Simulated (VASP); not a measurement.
# Cu in VASP: notebook

Cu is run at these levels: PBEsol; tasks: single point, relaxation of shape and atoms at fixed volume.

All numbers are computed with VASP 6.6.1; they aren't measurements. Logs are shortened: lines on timing, memory, paths and dates and some standing lists are left out, and cuts for length are marked.

## Step 1: The cell of the first run

The cell holds a slab with vacuum, 6 atoms: a = 2.502 Å, b = 2.502 Å, c = 24.604 Å, α = 90.00°, β = 90.00°, γ = 120.00°.

## Step 2: Single point, PBEsol

The input, INCAR:

```
SYSTEM = Cu
PREC = Accurate
ENCUT = 520
EDIFF = 1E-6
ISMEAR = 1
SIGMA = 0.1
LREAL = .FALSE.
LASPH = .TRUE.
NELM = 80
ALGO = Normal
ISIF = 2
LWAVE = .FALSE.
LCHARG = .FALSE.
GGA = PS
NBANDS = 42
```

The input, KPOINTS:

```
Automatic mesh
0
G
  12 12 1
  0 0 0
```

The input, POSCAR:

```
Cu
1.0
    2.5022112885      0.0000000000      0.0000000000
   -1.2511056443      2.1669785415      0.0000000000
    0.0000000000      0.0000000000     24.6040215721
Cu
6
Direct
    0.0000000000      0.0000000000      0.3747671034
    0.6666666667      0.3333333333      0.2915607274
    0.3333333333      0.6666666667      0.4582692834
    0.0000000000      0.0000000000      0.6252328966
    0.6666666667      0.3333333333      0.5417307166
    0.3333333333      0.6666666667      0.7084392726
```

Potentials or basis: VASP PAW PBE potentials, release 64 (Cu).

Started as:

```
$ cat potpaw_PBE.64/Cu/POTCAR > POTCAR
$ mpirun -np 1 vasp_std > vasp.out
```

OUTCAR:

```text
SYSTEM = Cu
   PREC = Accurate
   ENCUT = 520
   EDIFF = 1E-6
   ISMEAR = 1
   LREAL = .FALSE.
   LASPH = .TRUE.
   NELM = 80
   ISIF = 2
   GGA = PS

 ion  position               nearest neighbor table
   1  0.000  0.000  0.375-   2 2.51   2 2.51   2 2.51   3 2.51   3 2.51   3 2.51
   2  0.667  0.333  0.292-   1 2.51   1 2.51   1 2.51
   3  0.333  0.667  0.458-   5 2.51   5 2.51   5 2.51   1 2.51   1 2.51   1 2.51
   4  0.000  0.000  0.625-   6 2.51   6 2.51   6 2.51   5 2.51   5 2.51   5 2.51
   5  0.667  0.333  0.542-   3 2.51   3 2.51   3 2.51   4 2.51   4 2.51   4 2.51
   6  0.333  0.667  0.708-   4 2.51   4 2.51   4 2.51

  LATTYP: Found a hexagonal cell.
 ALAT       =     2.5022112885
 C/A-ratio  =     9.8329112674

  Lattice vectors:

 A1 = (   2.5022112885,   0.0000000000,   0.0000000000)
 A2 = (  -1.2511056443,   2.1669785415,   0.0000000000)
 A3 = (   0.0000000000,   0.0000000000,  24.6040215721)

Analysis of symmetry for initial positions (statically):
=====================================================================
 Subroutine PRICEL returns:
 Original cell was already a primitive cell.

 Routine SETGRP: Setting up the symmetry group for a
 hexagonal supercell.

 Subroutine GETGRP returns: Found 12 space group operations
 (whereof 12 operations were pure point group operations)
 out of a pool of 24 trial point group operations.

The static configuration has the point symmetry D_3d.

Analysis of symmetry for dynamics (positions and initial velocities):
=====================================================================
 Subroutine PRICEL returns:
 Original cell was already a primitive cell.

 Routine SETGRP: Setting up the symmetry group for a
 hexagonal supercell.

 Subroutine GETGRP returns: Found 12 space group operations
 (whereof 12 operations were pure point group operations)
 out of a pool of 24 trial point group operations.

The dynamic configuration has the point symmetry D_3d.

 Subroutine INISYM returns: Found 12 space group operations
 (whereof 12 operations are pure point group operations),
 and found     1 'primitive' translations

----------------------------------------------------------------------------------------

                                     Primitive cell

  volume of cell :     133.4089

  direct lattice vectors                    reciprocal lattice vectors
     2.502211288  0.000000000  0.000000000     0.399646507  0.230736018  0.000000000
    -1.251105644  2.166978541  0.000000000     0.000000000  0.461472036  0.000000000
     0.000000000  0.000000000 24.604021572     0.000000000  0.000000000  0.040643762

  length of vectors
     2.502211288  2.502211289 24.604021572     0.461472036  0.461472036  0.040643762

  position of ions in fractional coordinates (direct lattice)
     0.000000000  0.000000000  0.374767103
     0.666666667  0.333333333  0.291560727
     0.333333333  0.666666667  0.458269283
     0.000000000  0.000000000  0.625232897
     0.666666667  0.333333333  0.541730717
     0.333333333  0.666666667  0.708439273

  ion indices of the primitive-cell ions
   primitive index   ion index
                 1           1
                 2           2
                 3           3
                 4           4
                 5           5
                 6           6

----------------------------------------------------------------------------------------

 KPOINTS: Automatic mesh

Automatic generation of k-mesh.
 Grid dimensions read from file:
 generate k-points for:   12   12    1

 Generating k-lattice:

  Cartesian coordinates                     Fractional coordinates (reciprocal lattice)
     0.033303876  0.019228002  0.000000000     0.083333333 -0.000000000  0.000000000
     0.000000000  0.038456003  0.000000000     0.000000000  0.083333333  0.000000000
     0.000000000  0.000000000  0.040643762     0.000000000  0.000000000  1.000000000

  Length of vectors
     0.038456003  0.038456003  0.040643762

  Shift w.r.t. Gamma in fractional coordinates (k-lattice)
     0.000000000  0.000000000  0.000000000

 Subroutine IBZKPT returns following result:
 ===========================================

 Found     19 irreducible k-points:

 Following reciprocal coordinates:
            Coordinates               Weight
  0.000000  0.000000  0.000000      1.000000
  0.083333  0.000000  0.000000      6.000000
  0.166667 -0.000000  0.000000      6.000000
  0.250000  0.000000  0.000000      6.000000
  0.333333  0.000000  0.000000      6.000000
  0.416667 -0.000000  0.000000      6.000000
[... 11 lines left out ...]
  0.333333  0.250000  0.000000     12.000000
  0.333333  0.333333  0.000000      2.000000
   k-points           NKPTS =     19   k-points in BZ     NKDIM =     19   number of bands    NBANDS=     42
   number of dos      NEDOS =    301   number of ions     NIONS =      6
   total plane-waves  NPLWV =  76800
   dimension x,y,z NGX =    20 NGY =   20 NGZ =  192
   dimension x,y,z NGXF=    40 NGYF=   40 NGZF=  384
   ions per type =               6
   NGX,Y,Z   is equivalent  to a cutoff of  13.29, 13.29, 12.97 a.u.
   NGXF,Y,Z  is equivalent  to a cutoff of  26.58, 26.58, 25.95 a.u.
 SYSTEM =  Cu
   PREC   = accura    normal or accurate (medium, high low for compatibility)
   ISTART =      0    job   : 0-new  1-cont  2-samecut
   ICHARG =      2    charge: 1-file 2-atom 10-const
   ISPIN  =      1    spin polarized calculation?
   LNONCOLLINEAR =      F non collinear calculations
   LSORBIT =      F    spin-orbit coupling
   LASPH  =      T    aspherical Exc in radial PAW
   ENCUT  =  520.0 eV  38.22 Ry    6.18 a.u.   4.65  4.65 45.75*2*pi/ulx,y,z
   NELM   =     80;   NELMIN=  2; NELMDL= -5     # of ELM steps
   EDIFF  = 0.1E-05   stopping-criterion for ELM
   LREAL  =      F    real-space projection
   EDIFFG = 0.1E-04   stopping-criterion for IOM
   NSW    =      0    number of steps for IOM
   IBRION =     -1    ionic relax: 0-MD 1-quasi-New 2-CG
   NFREE  =      0    steps in history (QN), initial steepest desc. (CG)
   ISIF   =      2    stress and relaxation
   ISYM   =      2    0-nonsym 1-usesym 2-fastsym
   POTIM  = 0.5000    time-step for ionic-motion
   TEBEG  =    0.0;   TEEND  =   0.0 temperature during run
   PSTRESS=    0.0 pullay stress
   NELECT =      66.0000    total number of electrons
   NUPDOWN=      -1.0000    fix difference up-down
   EMIN   =  10.00;   EMAX   =-10.00  energy-range for DOS
   EFERMI =   0.00;   METHOD = LEGACY
   ISMEAR =     1;   SIGMA  =   0.10  broadening in eV -4-tet -1-fermi 0-gaus
   EFERMI_NEDOS =   21; number of points for ismear=-14 and -15
   IALGO  =     38    algorithm
   IMIX   =      4    mixing-type and parameters
     AMIX     =   0.40;   BMIX     =  1.00
     AMIX_MAG =   1.60;   BMIX_MAG =  1.00
  volume/ion in A,a.u.               =      22.23       150.05
  Fermi-wavevector in a.u.,A,eV,Ry     =   1.294776  2.446772 22.809411  1.676444
  Thomas-Fermi vector in A             =   2.426337
   LORBIT       =      0    0 simple, 1 ext, 2 COOP (PROOUT), +10 PAW based schemes
   GGA     = PS    functional components
   LHFCALC =     F    Hartree Fock is set to
   AEXX    =    0.0000 exact exchange contribution
   IVDW    =     0    specifies the selected vdW correction
   LEPSILON=     F    determine dielectric tensor
   LRPA    =     F    only Hartree local field effects (RPA)
 non-spin polarized calculation
 Methfessel and Paxton  Order N= 1 SIGMA  =   0.10
  energy-cutoff  :      520.00
  volume of cell :      133.41
 maximum number of plane-waves:      3631
 NGX is ok and might be reduce to    20
   NGX =  9   NGY =  9   NGZ = 91

 number of electron      65.9999963 magnetization

 Free energy of the ion-electron system (eV)
  ---------------------------------------------------
  ext. energy  EPLUGINS =         0.00000000
  ---------------------------------------------------
  free energy    TOTEN  =       -24.71661364 eV

  energy without entropy =      -24.70945534  energy(sigma->0) =      -24.71422754

 E-fermi :   1.7662     XC(G=0):  -7.3887

 val. band max:        1.7591330580   @ k =   0.2500   0.2500   0.0000
 cond. band min:       1.7831519319   @ k =   0.0833   0.0000   0.0000
 fundamental gap:      0.0240188738
 Fermi energy:         1.7662476007

 k-point     1 :       0.0000    0.0000    0.0000
  band No.  band energies     occupation
      1      -7.9143      2.00000
      2      -7.2696      2.00000
      3      -6.2371      2.00000
      4      -5.0255      2.00000
      5      -4.0885      2.00000
      6      -3.7675      2.00000
[... 34 lines left out ...]
     41       7.5111      0.00000
     42       9.5376      0.00000

 k-point     2 :       0.0833    0.0000    0.0000
  band No.  band energies     occupation
      1      -7.6810      2.00000
      2      -7.0418      2.00000
      3      -6.0188      2.00000
      4      -4.8214      2.00000
      5      -3.9061      2.00000
      6      -3.6117      2.00000
[... 34 lines left out ...]
     41       7.7164      0.00000
     42       9.7524      0.00000

 k-point     3 :       0.1667   -0.0000    0.0000
  band No.  band energies     occupation
      1      -6.9993      2.00000
      2      -6.3811      2.00000
      3      -5.3979      2.00000
      4      -4.2629      2.00000
      5      -3.4250      2.00000
      6      -3.2036      2.00000
[... 34 lines left out ...]
     41       8.3335      0.00000
     42      10.3952      0.00000

 k-point     4 :       0.2500    0.0000    0.0000
  band No.  band energies     occupation
      1      -5.9400      2.00000
      2      -5.3807      2.00000
      3      -4.5203      2.00000
      4      -3.5942      2.00000
      5      -2.9452      2.00000
      6      -2.7638      2.00000
[... 619 lines left out ...]
     41       9.4914      0.00000
     42      10.2326      0.00000

 k-point    18 :       0.3333    0.2500    0.0000
  band No.  band energies     occupation
      1      -2.8590      2.00000
      2      -2.8422      2.00000
      3      -2.7153      2.00000
      4      -2.6695      2.00000
      5      -2.5537      2.00000
      6      -2.5323      2.00000
[... 34 lines left out ...]
     41       8.6767      0.00000
     42       9.2932      0.00000

 k-point    19 :       0.3333    0.3333    0.0000
  band No.  band energies     occupation
      1      -2.5647      2.00000
      2      -2.5647      2.00000
      3      -2.5548      2.00000
      4      -2.4712      2.00000
      5      -2.4613      2.00000
      6      -2.4613      2.00000
[... 34 lines left out ...]
     41       8.2625      0.00000
     42       8.2625      0.00000

------------------------ aborting loop because EDIFF is reached ----------------------------------------

  FORCE on cell =-STRESS in cart. coord.  units (eV):
  Direction    XX          YY          ZZ          XY          YZ          ZX
  --------------------------------------------------------------------------------------
  -------------------------------------------------------------------------------------
  Total        0.3966891      0.3966891      0.1088003     -0.0000000      0.0000000     -0.0000000
  in kB        4.7640478      4.7640478      1.3066396     -0.0000000      0.0000000     -0.0000000
  external PRESSURE =       3.6115784 kB  Pullay stress =       0.0000000 kB

 VOLUME and BASIS-vectors are now :
 -----------------------------------------------------------------------------
  energy-cutoff  :      520.00
  volume of cell :      133.41
      direct lattice vectors                 reciprocal lattice vectors
     2.502211288  0.000000000  0.000000000     0.399646507  0.230736018  0.000000000
    -1.251105644  2.166978541  0.000000000     0.000000000  0.461472036  0.000000000
     0.000000000  0.000000000 24.604021572     0.000000000  0.000000000  0.040643762

 POSITION                                       TOTAL-FORCE (eV/Angst)
 -----------------------------------------------------------------------------------
      0.00000      0.00000      9.22078        -0.000000      0.000000     -0.008681
      1.25111      0.72233      7.17357         0.000000      0.000000     -0.010431
     -0.00000      1.44465     11.27527        -0.000000      0.000000     -0.001275
      0.00000      0.00000     15.38324         0.000000     -0.000000      0.008681
      1.25111      0.72233     13.32875         0.000000      0.000000      0.001275
     -0.00000      1.44465     17.43046        -0.000000      0.000000      0.010431
 -----------------------------------------------------------------------------------
    total drift:                                0.000000     -0.000000      0.000000

  FREE ENERGIE OF THE ION-ELECTRON SYSTEM (eV)
  ---------------------------------------------------
  free  energy   TOTEN  =       -24.7166136425 eV

  energy  without entropy=      -24.7094553369  energy(sigma->0) =      -24.71422754
```

Run time: 3.4 min. Hardware: 1 thread of Intel Xeon Platinum 8488C (Sapphire Rapids), shared host; peak memory 0.3 GiB.

What came out:

| Item | Value |
| --- | --- |
| Free energy | -24.7166 eV |
| Largest force | 0.010 eV/Å |
| Band gap on the k mesh | zero (band 33 reaches 5.24 eV, above the bottom of band 34 at 0.03 eV) |

Forces in eV/Å, atoms in the order of the input:
```
Cu   0.000  0.000 -0.009
Cu   0.000  0.000 -0.010
Cu   0.000  0.000 -0.001
Cu   0.000  0.000  0.009
Cu   0.000  0.000  0.001
Cu   0.000  0.000  0.010
```

Caveat: the PAW data sets were made with another functional, which shifts forces and pressure a little.

## Step 3: Single point, PBEsol

INCAR is that of step 2.

KPOINTS is that of step 2.

The input, POSCAR:

```
Cu
1.0
    2.5022113183      0.0000000000      0.0000000000
   -1.2511056592      2.1669785673      0.0000000000
    0.0000000000      0.0000000000     24.6040209864
Cu
6
Direct
    0.0000000000      0.0000000000      0.3747670979
    0.6666666667      0.3333333333      0.2915607186
    0.3333333333      0.6666666667      0.4582692815
    0.0000000000      0.0000000000      0.6252329021
    0.6666666667      0.3333333333      0.5417307185
    0.3333333333      0.6666666667      0.7084392814
```

Potentials or basis: VASP PAW PBE potentials, release 64 (Cu).

Started as:

```
$ cat potpaw_PBE.64/Cu/POTCAR > POTCAR
$ mpirun -np 1 vasp_std > vasp.out
```

It took 3 min on 1 thread of Intel Xeon Platinum 8488C (Sapphire Rapids), shared host; peak memory 0.3 GiB.

The run converged. Its results:

- Free energy: -24.7166 eV
- Largest force: 0.010 eV/Å
- Band gap on the k mesh: zero (band 33 reaches 5.24 eV, above the bottom of band 34 at 0.03 eV)

Forces in eV/Å, atoms in the order of the input:
```
Cu   0.000  0.000 -0.009
Cu   0.000  0.000 -0.010
Cu   0.000  0.000 -0.001
Cu   0.000  0.000  0.009
Cu   0.000  0.000  0.001
Cu   0.000  0.000  0.010
```

Levels at points of the mesh, in eV from the Fermi level:
```csv
k point,band 29,band 30,band 31,band 32,band 33,band 34,band 35,band 36,band 37,band 38
"(0.00, 0.00, 0.00)",-2.21,-2.00,-2.00,-1.81,-1.81,-1.74,-1.74,-1.09,-0.63,4.31
"(0.50, 0.00, 0.00)",-1.48,-1.48,-0.68,0.15,0.79,1.16,1.39,1.43,4.26,4.91
```

Caveat: the PAW data sets were made with another functional, which shifts forces and pressure a little.

## Step 4: Relaxation of shape and atoms at fixed volume, PBEsol

The input, INCAR:

```
ALGO = Normal
EDIFF = 1E-6
EDIFFG = -0.01
ENCUT = 600
GGA = PS
IBRION = 2
ISIF = 4
ISMEAR = 1
LASPH = True
LCHARG = False
LREAL = False
LWAVE = False
NELM = 80
NSW = 80
PREC = Accurate
SIGMA = 0.1
```

The input, KPOINTS:

```
k-points
0
Gamma
  12 12 1
```

The input, POSCAR:

```
Cu
1.0
    2.5036580000      0.0000000000      0.0000000000
   -1.2518290000      2.1682320000      0.0000000000
    0.0000000000      0.0000000000     24.5755890000
Cu
6
Direct
    0.0000000000      0.0000000000      0.3737640000
    0.6666666667      0.3333333333      0.2896140000
    0.3333333333      0.6666666667      0.4579910000
    0.0000000000      0.0000000000      0.6262360000
    0.6666666667      0.3333333333      0.5420090000
    0.3333333333      0.6666666667      0.7103860000
```

Started as:

```
$ cat potpaw_PBE.64/Cu/POTCAR > POTCAR
$ mpirun -np 1 vasp_std > vasp.out
```

Wall time 5.9 min (1 thread of Intel Xeon Platinum 8488C (Sapphire Rapids), shared host); peak memory 0.31 GiB.

The run converged. Its results:

```
Free energy                  : -24.7186 eV
Energy gained by relaxing    : 0.5 meV/atom
Ionic steps                  : 3
Largest force after relaxing : 0.010 eV/Å
Band gap on the k mesh       : zero (band 33 reaches 5.20 eV, above the bottom of band 34 at 0.07 eV)
```

Forces on the atoms (eV/Å):
```
Cu   0.000  0.000  0.010
Cu   0.000  0.000  0.002
Cu   0.000  0.000  0.004
Cu   0.000  0.000 -0.010
Cu   0.000  0.000 -0.004
Cu   0.000  0.000 -0.002
```

Step by step:
| step | energy change (eV) | largest force (eV/Å) | pressure (GPa) | volume (Å³) |
| --- | --- | --- | --- | --- |
| 1 | 0.0000 | 0.0733 | -0.30 | 133.41 |
| 2 | -0.0018 | 0.0505 | -0.26 | 133.41 |
| 3 | -0.0031 | 0.0097 | -0.18 | 133.41 |

Final structure:
```yaml
crystal:
  lattice:
    - [2.51475, 0.00000, 0.00000]
    - [-1.25737, 2.17784, 0.00000]
    - [0.00000, 0.00000, 24.35930]
  atoms:
    - { symbol: Cu, position: [0.00000, 0.00000, 0.37367] }
    - { symbol: Cu, position: [0.66667, 0.33333, 0.29003] }
    - { symbol: Cu, position: [0.33333, 0.66667, 0.45788] }
    - { symbol: Cu, position: [0.00000, 0.00000, 0.62633] }
    - { symbol: Cu, position: [0.66667, 0.33333, 0.54212] }
    - { symbol: Cu, position: [0.33333, 0.66667, 0.70997] }
```

Levels at points of the mesh, in eV from the Fermi level:
```tsv
k point	band 31	band 32	band 33	band 34	band 35	band 36
(0.00, 0.00, 0.00)	-1.99	-1.79	-1.79	-1.72	-1.72	-1.05
(0.50, 0.00, 0.00)	-0.68	0.15	0.77	1.15	1.38	1.43
```

Caveat: the PAW data sets were made with another functional, which shifts forces and pressure a little.
